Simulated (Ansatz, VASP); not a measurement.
# One calculation of Mg3ZrN2, two programs

```xyz
6
Lattice="4.2802 0.0000 0.0000 0.0000 4.2802 0.0000 0.0000 0.0000 6.7198" Properties=species:S:1:pos:R:3 pbc="T T T"
Mg    0.0000    0.0000    0.0000
Mg    0.0000    0.0000    3.3599
Mg    2.1401    2.1401    0.0000
Zr    2.1401    2.1401    3.3599
N     0.0000    2.1401    3.3599
N     2.1401    0.0000    3.3599
```

Alike in both runs: functional PBE; k mesh 4 × 4 × 3; occupations gaussian, width 0.2 eV; no spin polarisation.

Ansatz relaxed the structure, and its values are those at the end. VASP's run is a single point on that final structure, the one shown.

|  | VASP | Ansatz |
| --- | --- | --- |
| version | VASP 6.6.1 | Ansatz 0.2.0 |
| potentials or method | VASP PAW PBE potentials, release 64 (Mg, Zr_sv, N), cutoff 600 eV | scalar-relativistic, plane waves, PAW |
| valence electrons in the cell | 28 | 52 |

Ansatz gave:

* gap on the k mesh at the Fermi level (eV): none
* pressure (GPa): 0.1

Task: What did VASP give for the same quantities?

Result: gap on the k mesh at the Fermi level (eV): none; pressure (GPa): 0.0.

A gap of «none» marks a metal or a gap that the smearing closes. VASP's potentials hold 28 valence electrons a cell and Ansatz's 52, so a difference there can come from the potentials and not from the codes.

The k mesh is coarse, so the values compare programs but aren't converged.
